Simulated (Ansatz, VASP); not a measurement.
# Two plane-wave programs on MgO

Contents of INCAR:

```
  ALGO = Normal
  EDIFF = 1E-7
  ENCUT = 520
  GGA = PS
  ISIF = 2
  ISMEAR = 0
  LASPH = T
  LCHARG = T
  LELF = T
  LREAL = F
  LVHAR = T
  LWAVE = F
  NBANDS = 16
  NELM = 100
  PREC = Accurate
  SIGMA = 0.05
```

The input KPOINTS:

```
k-points
0
Gamma
  9 9 6
```

POSCAR

```
MgO
1.0
    3.4004606526      0.0000000000      0.0000000000
   -1.7002303263      2.9448853097      0.0000000000
    0.0000000000      0.0000000000      4.6079642304
Mg O
2 2
Direct
    0.6666666667      0.3333333333      0.7500000000
    0.3333333333      0.6666666667      0.2500000000
    0.6666666667      0.3333333333      0.2500000000
    0.3333333333      0.6666666667      0.7500000000
```

Input for Ansatz:

```yaml
crystal:
  lattice:
    - [3.4004606526, 0.0, 0.0]
    - [-1.7002303263, 2.9448853097, 0.0]
    - [0.0, 0.0, 4.6079642304]
  atoms:
    - { symbol: Mg, position: [0.6666666667, 0.3333333333, 0.75] }
    - { symbol: Mg, position: [0.3333333333, 0.6666666667, 0.25] }
    - { symbol: O, position: [0.6666666667, 0.3333333333, 0.25] }
    - { symbol: O, position: [0.3333333333, 0.6666666667, 0.75] }
basis:
  ecutwfc: 520.0
kpoints:
  mp_grid: { grid: [9, 9, 6] }
hamiltonian:
  xc: pbesol
  pseudopotentials: { kind: paw, azcp: { folder: soft_1 } }
scf:
  occupations: { method: gaussian, width: 0.05 }
output:
  forces: true
  stress: true
  eigenvalues: true
```

Alike in both runs: task single point; functional PBEsol; k mesh 9 × 9 × 6; occupations gaussian, width 0.05 eV; no spin polarisation.

|  | VASP | Ansatz |
| --- | --- | --- |
| version | VASP 6.6.1 | Ansatz 0.2.0 |
| potentials or method | VASP PAW PBE potentials, release 64 (Mg, O), cutoff 520 eV | scalar-relativistic, plane waves, PAW |
| valence electrons in the cell | 16 | 32 |

Ansatz gave:

- gap on the k mesh at the Fermi level (eV): 2.95
- least direct gap on the mesh (eV): 2.95
- pressure (GPa): -2.1
- traceless stress, the component that is largest in VASP (GPa): -9.43

Q: Which values does VASP return?

A: gap on the k mesh at the Fermi level (eV): 2.94; least direct gap on the mesh (eV): 2.94; pressure (GPa): -2.4; traceless stress, the component that is largest in VASP (GPa): -9.52.

VASP's potentials were made for PBE, not for PBEsol, and Ansatz warns of the same on its side. The functional is the same, so the differences come from potentials, cutoffs and numerics. VASP's potentials hold 16 valence electrons a cell and Ansatz's 32, so a difference there can come from the potentials and not from the codes.
